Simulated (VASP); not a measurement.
# MgI2 (P-3m1) in VASP: a series of runs

Runs on MgI2. Level: PBEsol. Tasks: single point.

Program: VASP 6.6.1. These are calculated values, not measurements. Logs are shortened: lines on timing, memory, paths and dates and some standing lists are left out, and cuts for length are marked.

### 1 The cell of the first run

The structure is trigonal, space group P-3m1 (No. 164). Conventional cell: a = 4.029 Å, b = 4.029 Å, c = 6.862 Å, α = 90.00°, β = 90.00°, γ = 120.00°. Mg (site symmetry -3m) has 6 I at 2.86 Å within 3.8 Å. I (site symmetry 3m) has 3 Mg at 2.86 Å within 3.8 Å.

### 2 Single point, PBEsol (strain -0.030 along x and y, +0.000 along z)

INCAR reads:

```
ALGO = Normal ; EDIFF = 1E-6
ENCUT = 520 ; GGA = PS
ISIF = 2 ; ISMEAR = 0
LASPH = True ; LCHARG = False
LREAL = False ; LWAVE = False
NBANDS = 15 ; NELM = 60
PREC = Accurate ; SIGMA = 0.05
```

KPOINTS reads:

```
k-points
0
Gamma
  6 6 4
```

POSCAR reads:

```
MgI2
1.0
    4.0290891177      0.0000000000      0.0000000000
   -2.0145445589      3.4892935301      0.0000000000
    0.0000000000      0.0000000000      6.8620000000
Mg I
1 2
Direct
    0.0000000000      0.0000000000      0.0000000000
    0.3333333333      0.6666666667      0.7576300000
    0.6666666667      0.3333333333      0.2423700000
```

Potentials or basis: VASP PAW PBE potentials, release 64 (Mg, I).

On the command line:

```console
cat potpaw_PBE.64/Mg/POTCAR potpaw_PBE.64/I/POTCAR > POTCAR
mpirun -np 1 vasp_std > vasp.out
```

OUTCAR:

```text
EDIFF = 1E-6
   ENCUT = 520
   GGA = PS
   ISIF = 2
   ISMEAR = 0
   LASPH = True
   LREAL = False
   NELM = 60
   PREC = Accurate

 ion  position               nearest neighbor table
   1  0.000  0.000  0.000-   2 2.86   3 2.86   3 2.86   2 2.86   3 2.86   2 2.86
   2  0.333  0.667  0.758-   1 2.86   1 2.86   1 2.86
   3  0.667  0.333  0.242-   1 2.86   1 2.86   1 2.86

  LATTYP: Found a hexagonal cell.
 ALAT       =     4.0290891177
 C/A-ratio  =     1.7031144756

  Lattice vectors:

 A1 = (   4.0290891177,   0.0000000000,   0.0000000000)
 A2 = (  -2.0145445589,   3.4892935301,   0.0000000000)
 A3 = (   0.0000000000,   0.0000000000,   6.8620000000)

Analysis of symmetry for initial positions (statically):
=====================================================================
 Subroutine PRICEL returns:
 Original cell was already a primitive cell.

 Routine SETGRP: Setting up the symmetry group for a
 hexagonal supercell.

 Subroutine GETGRP returns: Found 12 space group operations
 (whereof 12 operations were pure point group operations)
 out of a pool of 24 trial point group operations.

The static configuration has the point symmetry D_3d.

Analysis of symmetry for dynamics (positions and initial velocities):
=====================================================================
 Subroutine PRICEL returns:
 Original cell was already a primitive cell.

 Routine SETGRP: Setting up the symmetry group for a
 hexagonal supercell.

 Subroutine GETGRP returns: Found 12 space group operations
 (whereof 12 operations were pure point group operations)
 out of a pool of 24 trial point group operations.

The dynamic configuration has the point symmetry D_3d.

 Subroutine INISYM returns: Found 12 space group operations
 (whereof 12 operations are pure point group operations),
 and found     1 'primitive' translations

----------------------------------------------------------------------------------------

                                     Primitive cell

  volume of cell :      96.4706

  direct lattice vectors                    reciprocal lattice vectors
     4.029089118  0.000000000  0.000000000     0.248195056  0.143295483  0.000000000
    -2.014544559  3.489293530  0.000000000     0.000000000  0.286590965  0.000000000
     0.000000000  0.000000000  6.862000000     0.000000000  0.000000000  0.145730108

  length of vectors
     4.029089118  4.029089118  6.862000000     0.286590965  0.286590965  0.145730108

  position of ions in fractional coordinates (direct lattice)
     0.000000000  0.000000000  0.000000000
     0.333333333  0.666666667  0.757630000
     0.666666667  0.333333333  0.242370000

  ion indices of the primitive-cell ions
   primitive index   ion index
                 1           1
                 2           2
                 3           3

----------------------------------------------------------------------------------------

 KPOINTS: k-points

Automatic generation of k-mesh.
 Grid dimensions read from file:
 generate k-points for:    6    6    4

 Generating k-lattice:

  Cartesian coordinates                     Fractional coordinates (reciprocal lattice)
     0.041365843  0.023882580  0.000000000     0.166666667  0.000000000  0.000000000
     0.000000000  0.047765161  0.000000000     0.000000000  0.166666667  0.000000000
     0.000000000  0.000000000  0.036432527     0.000000000  0.000000000  0.250000000

  Length of vectors
     0.047765161  0.047765161  0.036432527

  Shift w.r.t. Gamma in fractional coordinates (k-lattice)
     0.000000000  0.000000000  0.000000000

 Subroutine IBZKPT returns following result:
 ===========================================

 Found     24 irreducible k-points:

 Following reciprocal coordinates:
            Coordinates               Weight
  0.000000  0.000000  0.000000      1.000000
  0.166667 -0.000000  0.000000      6.000000
  0.333333  0.000000  0.000000      6.000000
  0.500000 -0.000000  0.000000      3.000000
  0.166667  0.166667  0.000000      6.000000
  0.333333  0.166667  0.000000     12.000000
[... 16 lines left out ...]
  0.333333  0.166667  0.500000     12.000000
  0.333333  0.333333  0.500000      2.000000
   k-points           NKPTS =     24   k-points in BZ     NKDIM =     24   number of bands    NBANDS=     15
   number of dos      NEDOS =    301   number of ions     NIONS =      3
   total plane-waves  NPLWV =  48600
   dimension x,y,z NGX =    30 NGY =   30 NGZ =   54
   dimension x,y,z NGXF=    60 NGYF=   60 NGZF=  108
   ions per type =               1   2
   NGX,Y,Z   is equivalent  to a cutoff of  12.38, 12.38, 13.08 a.u.
   NGXF,Y,Z  is equivalent  to a cutoff of  24.76, 24.76, 26.17 a.u.
 SYSTEM =  unknown system
   PREC   = accura    normal or accurate (medium, high low for compatibility)
   ISTART =      0    job   : 0-new  1-cont  2-samecut
   ICHARG =      2    charge: 1-file 2-atom 10-const
   ISPIN  =      1    spin polarized calculation?
   LNONCOLLINEAR =      F non collinear calculations
   LSORBIT =      F    spin-orbit coupling
   LASPH  =      T    aspherical Exc in radial PAW
   ENCUT  =  520.0 eV  38.22 Ry    6.18 a.u.   7.49  7.49 12.76*2*pi/ulx,y,z
   NELM   =     60;   NELMIN=  2; NELMDL= -5     # of ELM steps
   EDIFF  = 0.1E-05   stopping-criterion for ELM
   LREAL  =      F    real-space projection
   EDIFFG = 0.1E-04   stopping-criterion for IOM
   NSW    =      0    number of steps for IOM
   IBRION =     -1    ionic relax: 0-MD 1-quasi-New 2-CG
   NFREE  =      0    steps in history (QN), initial steepest desc. (CG)
   ISIF   =      2    stress and relaxation
   ISYM   =      2    0-nonsym 1-usesym 2-fastsym
   POTIM  = 0.5000    time-step for ionic-motion
   TEBEG  =    0.0;   TEEND  =   0.0 temperature during run
   PSTRESS=    0.0 pullay stress
   NELECT =      16.0000    total number of electrons
   NUPDOWN=      -1.0000    fix difference up-down
   EMIN   =  10.00;   EMAX   =-10.00  energy-range for DOS
   EFERMI =   0.00;   METHOD = LEGACY
   ISMEAR =     0;   SIGMA  =   0.05  broadening in eV -4-tet -1-fermi 0-gaus
   EFERMI_NEDOS =   21; number of points for ismear=-14 and -15
   IALGO  =     38    algorithm
   IMIX   =      4    mixing-type and parameters
     AMIX     =   0.40;   BMIX     =  1.00
     AMIX_MAG =   1.60;   BMIX_MAG =  1.00
  volume/ion in A,a.u.               =      32.16       217.01
  Fermi-wavevector in a.u.,A,eV,Ry     =   0.899463  1.699738 11.007563  0.809033
  Thomas-Fermi vector in A             =   2.022299
   LORBIT       =      0    0 simple, 1 ext, 2 COOP (PROOUT), +10 PAW based schemes
   GGA     = PS    functional components
   LHFCALC =     F    Hartree Fock is set to
   AEXX    =    0.0000 exact exchange contribution
   IVDW    =     0    specifies the selected vdW correction
   LEPSILON=     F    determine dielectric tensor
   LRPA    =     F    only Hartree local field effects (RPA)
 non-spin polarized calculation
 Gauss-broadening in eV      SIGMA  =   0.05
  energy-cutoff  :      520.00
  volume of cell :       96.47
 maximum number of plane-waves:      2623
 NGX is ok and might be reduce to    30
   NGX = 15   NGY = 15   NGZ = 25

 number of electron      16.0000000 magnetization

 Free energy of the ion-electron system (eV)
  ---------------------------------------------------
  ext. energy  EPLUGINS =         0.00000000
  ---------------------------------------------------
  free energy    TOTEN  =        -8.38728501 eV

  energy without entropy =       -8.38728501  energy(sigma->0) =       -8.38728501

 E-fermi :   3.0930     XC(G=0):  -8.6250

 val. band max:        2.8153852197   @ k =   0.0000   0.0000   0.0000
 cond. band min:       6.3129874598   @ k =   0.5000  -0.0000   0.2500
 fundamental gap:      3.4976022401
 Fermi energy:         3.0929818969

 k-point     1 :       0.0000    0.0000    0.0000
  band No.  band energies     occupation
      1      -9.6074      2.00000
      2      -8.8242      2.00000
      3      -1.1183      2.00000
      4       2.4093      2.00000
      5       2.4093      2.00000
      6       2.6750      2.00000
      7       2.8154      2.00000
      8       2.8154      2.00000
      9       6.6982      0.00000
     10       7.5869      0.00000
     11       9.6257      0.00000
     12       9.6257      0.00000
     13       9.9508      0.00000
     14      10.9424      0.00000
     15      10.9424      0.00000

 k-point     2 :       0.1667   -0.0000    0.0000
  band No.  band energies     occupation
      1      -9.4385      2.00000
      2      -8.7275      2.00000
      3      -0.8950      2.00000
      4       1.2521      2.00000
      5       1.7991      2.00000
      6       2.0581      2.00000
      7       2.5915      2.00000
      8       2.7254      2.00000
      9       7.6371      0.00000
     10       8.1829      0.00000
     11       9.0982      0.00000
     12       9.8813      0.00000
     13      10.0351      0.00000
     14      10.7657      0.00000
     15      11.3803      0.00000

 k-point     3 :       0.3333    0.0000    0.0000
  band No.  band energies     occupation
      1      -9.0305      2.00000
      2      -8.5479      2.00000
      3      -0.6485      2.00000
      4      -0.1111      2.00000
      5       0.5640      2.00000
      6       1.5605      2.00000
      7       2.2075      2.00000
      8       2.4500      2.00000
      9       6.8933      0.00000
     10       8.2052      0.00000
     11       8.5084      0.00000
     12       9.9841      0.00000
     13      10.3424      0.00000
     14      11.4508      0.00000
     15      12.0417      0.00000

 k-point     4 :       0.5000   -0.0000    0.0000
  band No.  band energies     occupation
      1      -8.7413      2.00000
      2      -8.5082      2.00000
      3      -1.1527      2.00000
      4      -0.3871      2.00000
      5       0.6913      2.00000
      6       1.3581      2.00000
      7       1.7262      2.00000
      8       2.3086      2.00000
      9       6.4325      0.00000
     10       8.0315      0.00000
     11       8.0520      0.00000
     12       9.8069      0.00000
     13      10.6628      0.00000
     14      12.1320      0.00000
     15      12.4110      0.00000
[... 307 lines left out ...]
 k-point    22 :       0.1667    0.1667    0.5000
  band No.  band energies     occupation
      1      -9.0216      2.00000
      2      -8.7381      2.00000
      3      -0.4132      2.00000
      4       0.1899      2.00000
      5       1.1224      2.00000
      6       1.6032      2.00000
      7       1.9207      2.00000
      8       2.0649      2.00000
      9       7.6449      0.00000
     10       8.5477      0.00000
     11       9.5396      0.00000
     12       9.7585      0.00000
     13      10.1116      0.00000
     14      10.3493      0.00000
     15      11.4388      0.00000

 k-point    23 :       0.3333    0.1667    0.5000
  band No.  band energies     occupation
      1      -8.6933      2.00000
      2      -8.5611      2.00000
      3      -0.9448      2.00000
      4      -0.4992      2.00000
      5       0.6804      2.00000
      6       1.0651      2.00000
      7       1.9319      2.00000
      8       2.0823      2.00000
      9       7.1702      0.00000
     10       8.1534      0.00000
     11       8.8800      0.00000
     12       9.6870      0.00000
     13       9.8847      0.00000
     14      10.9270      0.00000
     15      12.1709      0.00000

 k-point    24 :       0.3333    0.3333    0.5000
  band No.  band energies     occupation
      1      -8.5382      2.00000
      2      -8.5382      2.00000
      3      -0.6431      2.00000
      4      -0.2671      2.00000
      5      -0.2671      2.00000
      6       0.2941      2.00000
      7       2.1034      2.00000
      8       2.1034      2.00000
      9       7.7260      0.00000
     10       8.3404      0.00000
     11       8.3404      0.00000
     12       9.8772      0.00000
     13      11.4357      0.00000
     14      11.4932      0.00000
     15      11.7342      0.00000

------------------------ aborting loop because EDIFF is reached ----------------------------------------

  FORCE on cell =-STRESS in cart. coord.  units (eV):
  Direction    XX          YY          ZZ          XY          YZ          ZX
  --------------------------------------------------------------------------------------
  -------------------------------------------------------------------------------------
  Total        1.2997980      1.2997980      0.8796326     -0.0000000      0.0000000      0.0000000
  in kB       21.5869526     21.5869527     14.6088769     -0.0000000      0.0000000      0.0000000
  external PRESSURE =      19.2609274 kB  Pullay stress =       0.0000000 kB

 VOLUME and BASIS-vectors are now :
 -----------------------------------------------------------------------------
  energy-cutoff  :      520.00
  volume of cell :       96.47
      direct lattice vectors                 reciprocal lattice vectors
     4.029089118  0.000000000  0.000000000     0.248195056  0.143295483  0.000000000
    -2.014544559  3.489293530  0.000000000     0.000000000  0.286590965  0.000000000
     0.000000000  0.000000000  6.862000000     0.000000000  0.000000000  0.145730108

 POSITION                                       TOTAL-FORCE (eV/Angst)
 -----------------------------------------------------------------------------------
      0.00000      0.00000      0.00000        -0.000000      0.000000      0.000000
     -0.00000      2.32620      5.19886         0.000000     -0.000000     -0.195944
      2.01454      1.16310      1.66314        -0.000000      0.000000      0.195944
 -----------------------------------------------------------------------------------
    total drift:                                0.000000     -0.000000     -0.000000

  FREE ENERGIE OF THE ION-ELECTRON SYSTEM (eV)
  ---------------------------------------------------
  free  energy   TOTEN  =        -8.3872850073 eV

  energy  without entropy=       -8.3872850073  energy(sigma->0) =       -8.38728501
```

It took 16 s on 1 thread of Intel Xeon Platinum 8559C (Emerald Rapids), shared host; peak memory 0.21 GiB.

What came out:

| Property | Result |
| --- | --- |
| Free energy | -8.3873 eV |
| Pressure | 1.9 GPa |
| Largest force | 0.196 eV/Å |
| Band gap on the k mesh | 3.50 eV, indirect (least direct gap 3.88 eV) |

Forces in eV/Å, atoms in the order of the input:
```
Mg   0.000  0.000  0.000
I    0.000  0.000 -0.196
I    0.000  0.000  0.196
```

Stress tensor (GPa, compression positive):
```
2.16 0.00 0.00
0.00 2.16 0.00
0.00 0.00 1.46
```

Levels at points of the mesh, in eV from the valence-band top:
```csv
k point,band 5,band 6,band 7,band 8,band 9,band 10,band 11,band 12
"(0.00, 0.00, 0.00)",-0.41,-0.14,0.00,0.00,3.88,4.77,6.81,6.81
"(0.50, 0.00, 0.00)",-2.12,-1.46,-1.09,-0.51,3.62,5.22,5.24,6.99
"(0.00, 0.00, 0.50)",-0.31,-0.31,-0.10,-0.10,4.88,4.92,6.63,6.63
"(0.50, 0.00, 0.50)",-1.35,-1.28,-0.98,-0.75,3.52,4.99,5.32,5.84
```

Caveat: the cell differs from its parent crystal (strain -0.030 along x and y, +0.000 along z); the PAW data sets were made with another functional, which shifts forces and pressure a little; spin-orbit coupling is left out, which moves the levels of the heavy elements; this functional lacks dispersion, which binds the layers, so the pressure and a relaxed spacing across them are unreliable. A k mesh can miss the band edges.

### 3 Single point, PBEsol (strain -0.015 along x and y, -0.030 along z)

INCAR reads:

```
SYSTEM = MgI2
ALGO = Normal ; EDIFF = 1E-6
ENCUT = 520 ; GGA = PS
ISIF = 2 ; ISMEAR = 0
LASPH = .TRUE. ; LCHARG = .FALSE.
LREAL = .FALSE. ; LWAVE = .FALSE.
NBANDS = 15 ; NELM = 60
PREC = Accurate ; SIGMA = 0.05
```

KPOINTS reads:

```
k-points
0
G
  6 6 4
  0 0 0
```

POSCAR reads:

```
MgI2
1.0
    4.0913946196      0.0000000000      0.0000000000
   -2.0456973098      3.5432516774      0.0000000000
    0.0000000000      0.0000000000      6.6561400000
Mg I
1 2
Direct
    0.0000000000      0.0000000000      0.0000000000
    0.3333333333      0.6666666667      0.7576300000
    0.6666666667      0.3333333333      0.2423700000
```

Potentials or basis: VASP PAW PBE potentials, release 64 (Mg, I).

On the command line:

```console
cat potpaw_PBE.64/Mg/POTCAR potpaw_PBE.64/I/POTCAR > POTCAR
mpirun -np 1 vasp_std > vasp.out
```

Wall time 15 s (1 thread of Intel Xeon Platinum 8559C (Emerald Rapids), shared host); peak memory 0.21 GiB.

It converged, with:

| Quantity | Value |
| --- | --- |
| Free energy | -8.3866 eV |
| Pressure | 1.9 GPa |
| Largest force | 0.316 eV/Å |
| Band gap on the k mesh | 3.38 eV, indirect (least direct gap 3.71 eV) |

Forces on the atoms (eV/Å):
```
Mg   0.000  0.000  0.000
I    0.000  0.000 -0.316
I    0.000  0.000  0.316
```

Stress tensor (GPa, compression positive):
```
1.60 0.00 0.00
0.00 1.60 0.00
0.00 0.00 2.37
```

Levels at points of the mesh, in eV from the valence-band top:
| k point | band 4 | band 5 | band 6 | band 7 | band 8 | band 9 | band 10 | band 11 | band 12 | band 13 |
| --- | --- | --- | --- | --- | --- | --- | --- | --- | --- | --- |
| (0.00, 0.00, 0.00) | -0.68 | -0.68 | -0.21 | -0.21 | 0.00 | 3.71 | 4.48 | 6.53 | 6.53 | 7.35 |
| (0.50, 0.00, 0.00) | -3.19 | -2.18 | -1.70 | -1.13 | -0.61 | 3.46 | 5.14 | 5.29 | 6.82 | 8.23 |
| (0.00, 0.00, 0.50) | -1.72 | -0.56 | -0.56 | -0.34 | -0.34 | 4.64 | 4.67 | 6.31 | 6.31 | 7.54 |
| (0.50, 0.00, 0.50) | -3.65 | -1.49 | -1.30 | -0.98 | -0.91 | 3.45 | 4.99 | 5.41 | 5.86 | 7.79 |

Caveat: the cell differs from its parent crystal (strain -0.015 along x and y, -0.030 along z); the PAW data sets were made with another functional, which shifts forces and pressure a little; spin-orbit coupling is left out, which moves the levels of the heavy elements; this functional lacks dispersion, which binds the layers, so the pressure and a relaxed spacing across them are unreliable. A k mesh can miss the band edges.

[end of part 1 of 2]
